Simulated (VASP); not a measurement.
Runs of VASP 6.6.1 on Te. The structure is that of space group C2/m (No. 12), or close to it. The cells are those of the table. 

```tsv
task	cell	gap on the mesh (eV)	pressure (GPa)	largest force (eV/Å)
single point	a = 4.853, b = 4.853, c = 4.039 Å, angles 91.6, 91.6, 58.5°, 3 atoms	none	(b)	0.47
electric field gradients	a = 4.853, b = 4.853, c = 3.920 Å, angles 91.7, 91.7, 58.5°, 3 atoms	none	10.0	0.52
electric field gradients	a = 4.998, b = 4.998, c = 3.960 Å, angles 91.7, 91.7, 58.5°, 3 atoms	none	3.8	0.32
single point	a = 4.853, b = 4.853, c = 3.841 Å, angles 91.7, 91.7, 58.5°, 3 atoms	none	11.5	0.56
single point	a = 4.917, b = 4.917, c = 4.012 Å, angles 91.6, 91.6, 58.5°, 3 atoms	none	6.0	0.40
single point	a = 4.998, b = 4.998, c = 3.960 Å, angles 91.7, 91.7, 58.5°, 3 atoms	none	3.8	0.32
single point	a = 4.901, b = 4.901, c = 3.960 Å, angles 91.7, 91.7, 58.5°, 3 atoms	none	7.3	0.44
electric field gradients	a = 4.832, b = 4.874, c = 3.958 Å, angles 90.9, 91.4, 58.5°, 3 atoms	none	(a)	0.49
```

Alike in all rows: level PBE; potentials or basis VASP PAW PBE potentials, release 64 (Te); no spin polarisation; k mesh 8 × 8 × 8; cutoff (eV) 520; smearing fermi-dirac 0.05 eV.

Problem. Fill in the values left out.

Solution. (a) 9.4; (b) 8.1.

Caveats: the cell stands under pressure; spin-orbit coupling is left out, which moves the levels of the heavy elements.

A k mesh can miss the band edges, and the runs leave out spin-orbit coupling on Te.

A gap of «none» marks levels without a gap at the run's occupations.
